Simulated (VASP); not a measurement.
# Fe in VASP: a series of runs, part 2 of 2

VASP 6.6.1. Earlier steps stand in the parts before.

### 4 Single point, PBE, collinear spin, ferromagnetic start (normal strain along x +0.0733, normal strain along z +0.0000)

Input file INCAR:

```
  PREC = Accurate
  ENCUT = 600
  EDIFF = 1E-6
  ISMEAR = 0
  SIGMA = 0.15
  LREAL = False
  LASPH = True
  NELM = 200
  ALGO = Normal
  ISIF = 2
  LWAVE = False
  LCHARG = True
  ISPIN = 2
  MAGMOM = 2.44
  LORBIT = 11
  LMAXMIX = 4
  GGA = PE
  LELF = True
  LVHAR = True
  NBANDS = 18
  GGA_COMPAT = False
```

Input file KPOINTS:

```
regular mesh
0
Gamma
  10 10 10
```

Input file POSCAR:

```
Fe
1.0
   -1.5195513979      1.4157750842      1.4157750842
    1.5195513979     -1.4157750842      1.4157750842
    1.5195513979      1.4157750842     -1.4157750842
Fe
1
Direct
    0.0000000000      0.0000000000      0.0000000000
```

Potentials or basis: VASP PAW PBE potentials, release 64 (Fe_sv).

Command:

```bash
$ cat potpaw_PBE.64/Fe_sv/POTCAR > POTCAR
$ mpirun -np 1 vasp_std > vasp.out
```

OUTCAR:

```text
PREC = Accurate
   ENCUT = 600
   EDIFF = 1E-6
   ISMEAR = 0
   LREAL = False
   LASPH = True
   NELM = 200
   ISIF = 2
   ISPIN = 2
   LORBIT = 11
   GGA = PE

 ion  position               nearest neighbor table
   1  0.000  0.000  0.000-

  LATTYP: Found a body centered tetragonal cell.
 ALAT       =     2.8315501684
 C/A-ratio  =     1.0733000000

  Lattice vectors:

[... 1209 lines left out ...]
     18      50.3807      0.00000

 [... further k-points ...]
[... 5 lines left out ...]
  --------------------------------------------------------------------------------------
  -------------------------------------------------------------------------------------
  Total       -1.3729640     -0.9833103     -0.9833103      0.0000000      0.0000000      0.0000000
  in kB     -180.5534541   -129.3115323   -129.3115323      0.0000000      0.0000000      0.0000000
  external PRESSURE =    -146.3921729 kB  Pullay stress =       0.0000000 kB

 VOLUME and BASIS-vectors are now :
 -----------------------------------------------------------------------------
  energy-cutoff  :      600.00
  volume of cell :       12.18
      direct lattice vectors                 reciprocal lattice vectors
    -1.519551398  1.415775084  1.415775084     0.000000000  0.353163441  0.353163441
     1.519551398 -1.415775084  1.415775084     0.329044480  0.000000000  0.353163441
     1.519551398  1.415775084 -1.415775084     0.329044480  0.353163441  0.000000000

 POSITION                                       TOTAL-FORCE (eV/Angst)
 -----------------------------------------------------------------------------------
      0.00000      0.00000      0.00000         0.000000     -0.000000      0.000000
 -----------------------------------------------------------------------------------
    total drift:                               -0.000000     -0.000000      0.000000

  FREE ENERGIE OF THE ION-ELECTRON SYSTEM (eV)
  ---------------------------------------------------
  free  energy   TOTEN  =        -8.3169366947 eV

  energy  without entropy=       -8.3060057734  energy(sigma->0) =       -8.31147123

 total charge

# of ion       s       p       d       tot
------------------------------------------
    1        2.176   6.024   5.508  13.707

 magnetization (x)

# of ion       s       p       d       tot
------------------------------------------
    1       -0.002  -0.008   2.299   2.288
```

Run time: 29 s. Hardware: 1 thread of AMD EPYC 9R45 (Zen 5), shared host; peak memory 0.13 GiB.

What came out:

- Free energy: -8.3169 eV
- Pressure: -14.6 GPa
- Net moment: 2.27 μB per cell
- Site moments: Fe +2.29 μB
- Valence electrons inside the program's atomic spheres: Fe 13.71

Caveat: the cell differs from its parent crystal (normal strain along x +0.0733, normal strain along z +0.0000).

### 5 Single point, PBE, collinear spin, ferromagnetic start (normal strain along x +0.0733, normal strain along z +0.0467)

Input file INCAR:

```
PREC = Accurate ; ENCUT = 600
EDIFF = 1E-6 ; ISMEAR = 0
SIGMA = 0.15 ; LREAL = F
LASPH = T ; NELM = 200
ALGO = Normal ; ISIF = 2
LWAVE = F ; LCHARG = T
ISPIN = 2 ; MAGMOM = 2.44
LORBIT = 11 ; LMAXMIX = 4
GGA = PE ; LELF = T
LVHAR = T ; NBANDS = 18
GGA_COMPAT = F
```

KPOINTS is that of step 4.

Input file POSCAR:

```
Fe
1.0
   -1.5195513979      1.4157750842      1.4818917806
    1.5195513979     -1.4157750842      1.4818917806
    1.5195513979      1.4157750842     -1.4818917806
Fe
1
Direct
    0.0000000000      0.0000000000      0.0000000000
```

Command:

```bash
$ cat potpaw_PBE.64/Fe_sv/POTCAR > POTCAR
$ mpirun -np 1 vasp_std > vasp.out
```

Run time: 32 s. Hardware: 1 thread of Intel Xeon 6975P-C (Granite Rapids), shared host; peak memory 0.18 GiB.

It converged, with:

| Property | Result |
| --- | --- |
| Free energy | -8.2680 eV |
| Pressure | -17.7 GPa |
| Net moment | 2.45 μB per cell |
| Site moments | Fe +2.46 μB |
| Valence electrons inside the program's atomic spheres | Fe 13.69 |

Stress tensor (GPa, compression positive):
```
-19.07   0.00   0.00
  0.00 -15.68   0.00
  0.00   0.00 -18.22
```

Levels at points of the mesh, in eV from the Fermi level:
Spin up:
```csv
k point,band 7,band 8,band 9,band 10,band 11,band 12
"(0.00, 0.00, 0.00)",-2.13,-2.05,-1.30,-1.01,22.73,23.15
"(0.50, 0.00, 0.00)",-1.05,-0.80,0.12,0.71,6.63,16.49
"(0.00, 0.50, 0.00)",-1.31,-1.06,0.03,0.18,5.92,18.01
"(0.50, 0.50, 0.00)",-1.22,-0.81,0.08,0.53,6.39,17.01
"(0.50, 0.50, 0.50)",-0.22,-0.16,-0.04,7.91,8.77,10.45
```
Spin down:
```tsv
k point	band 5	band 6	band 7	band 8	band 9	band 10
(0.00, 0.00, 0.00)	-7.73	-0.22	0.11	0.26	1.55	2.03
(0.50, 0.00, 0.00)	-2.98	-1.33	0.76	1.85	2.14	2.65
(0.00, 0.50, 0.00)	-3.07	-0.77	0.21	1.37	1.97	2.63
(0.50, 0.50, 0.00)	-3.00	-1.14	0.57	1.65	2.13	2.63
(0.50, 0.50, 0.50)	-2.36	-2.27	2.38	2.39	2.40	8.16
```

Caveat: the cell differs from its parent crystal (normal strain along x +0.0733, normal strain along z +0.0467).

### 6 Summary

| cell | gap on the mesh (eV) | pressure (GPa) | moment (μB) |
| --- | --- | --- | --- |
| a = 2.532 Å, angles 106.2, 112.0, 110.2°, 1 atom | none | -17.0 | 2.33 |
| a = 2.495 Å, angles 105.0, 110.9, 112.7°, 1 atom | none | -11.2 | 2.24 |
| a = 2.514 Å, angles 105.6, 111.4, 111.4°, 1 atom | none | -14.6 | 2.27 |
| a = 2.551 Å, angles 106.9, 112.6, 109.0°, 1 atom | none | -17.7 | 2.45 |

Alike in all rows: task single point; level PBE; potentials or basis VASP PAW PBE potentials, release 64 (Fe_sv); spin collinear, ferromagnetic start; k mesh 10 × 10 × 10; cutoff (eV) 600; smearing gaussian 0.15 eV.

Absolute energies hang on the potentials; compare differences alone.
